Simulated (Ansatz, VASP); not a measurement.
One calculation of Sr, two programs

The input POSCAR:

```
Sr
1.0
    4.2022502152      0.0000000000      0.0000000000
   -2.1011251076      3.6392554394      0.0000000000
    0.0000000000      0.0000000000      7.0500000000
Sr
2
Direct
    0.3333333333      0.6666666667      0.2500000000
    0.6666666667      0.3333333333      0.7500000000
```

INCAR.step1

```
  PREC = Accurate
  ENCUT = 520
  ISMEAR = 0
  SIGMA = 0.15
  LREAL = False
  LASPH = True
  NELM = 100
  NBANDS = 17
  GGA = PE
  ALGO = Normal
  EDIFF = 1E-4
  LWAVE = True
  LCHARG = False
```

File INCAR.step2:

```
  PREC = Accurate
  ENCUT = 520
  EDIFF = 1E-7
  ISMEAR = 0
  SIGMA = 0.15
  LREAL = False
  LASPH = True
  NELM = 100
  ALGO = Normal
  ISIF = 2
  LWAVE = False
  LCHARG = False
  METAGGA = R2SCAN
  LMIXTAU = True
  NBANDS = 17
  ISTART = 1
```

File KPOINTS:

```
regular mesh
0
Gamma
  12 12 8
```

Input for Ansatz:

```yaml
crystal:
  lattice:
    - [4.2022502152, 0.0, 0.0]
    - [-2.1011251076, 3.6392554394, 0.0]
    - [0.0, 0.0, 7.05]
  atoms:
    - { symbol: Sr, position: [0.3333333333, 0.6666666667, 0.25] }
    - { symbol: Sr, position: [0.6666666667, 0.3333333333, 0.75] }
basis:
  ecutwfc: 500
kpoints:
  mp_grid: { grid: [12, 12, 8] }
hamiltonian:
  xc: r2scan
scf:
  occupations: { method: gaussian, width: 0.15 }
output:
  forces: true
  stress: true
  eigenvalues: true
```

Change from the starting cell: strain -0.025 along x and y, +0.000 along z, atoms carried along.

Alike in both runs: task single point; functional r2SCAN; k mesh 12 × 12 × 8; occupations gaussian, width 0.15 eV; no spin polarisation.

|  | VASP | Ansatz |
| --- | --- | --- |
| version | VASP 6.6.1 | Ansatz 0.2.0 |
| potentials or method | VASP PAW PBE potentials, release 64 (Sr_sv), cutoff 520 eV | scalar-relativistic, plane waves, PAW |
| valence electrons in the cell | 20 | 20 |

|  | VASP | Ansatz | Ansatz less VASP |
| --- | --- | --- | --- |
| gap on the k mesh at the Fermi level (eV) | none | none | - |
| pressure (GPa) | 0.8 | 0.7 | -0.02 |
| traceless stress, the component that is largest in VASP (GPa) | -0.26 | -0.26 | -0.001 |

VASP's potentials were made for PBE, not for r2SCAN. A gap of «none» marks a metal or a gap that the smearing closes. With one functional, cell and mesh, what is left measures potentials, basis and numerics.
